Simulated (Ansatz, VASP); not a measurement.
**C: VASP beside Ansatz**

```
C
1.0
     2.45895    0.00000    0.00000
    -1.22947    2.12951    0.00000
     0.00000    0.00000    7.17616
C
4
Direct
  0.00000 0.00000 0.25000
  0.00000 0.00000 0.75000
  0.33333 0.66667 0.25000
  0.66667 0.33333 0.75000
```

Alike in both runs: functional PBEsol; k mesh 8 × 8 × 3; occupations fermi-dirac, width 0.05 eV; no spin polarisation.

Ansatz relaxed the structure, and its values are those at the end. VASP's run is a single point on that final structure, the one shown.

|  | VASP | Ansatz |
| --- | --- | --- |
| version | VASP 6.6.1 | Ansatz 0.2.0 |
| potentials or method | VASP PAW PBE potentials, release 64 (C), cutoff 520 eV | plane waves (420 eV) with PAW, scalar-relativistic |
| valence electrons in the cell | 16 | 16 |

Ansatz gave:

| Quantity | Value |
| --- | --- |
| pressure (GPa) | 0.0 |

Q: Which values does VASP return?

A: Pressure (GPa): 0.6.

VASP's potentials were made for PBE, not for PBEsol, and Ansatz warns of the same on its side.
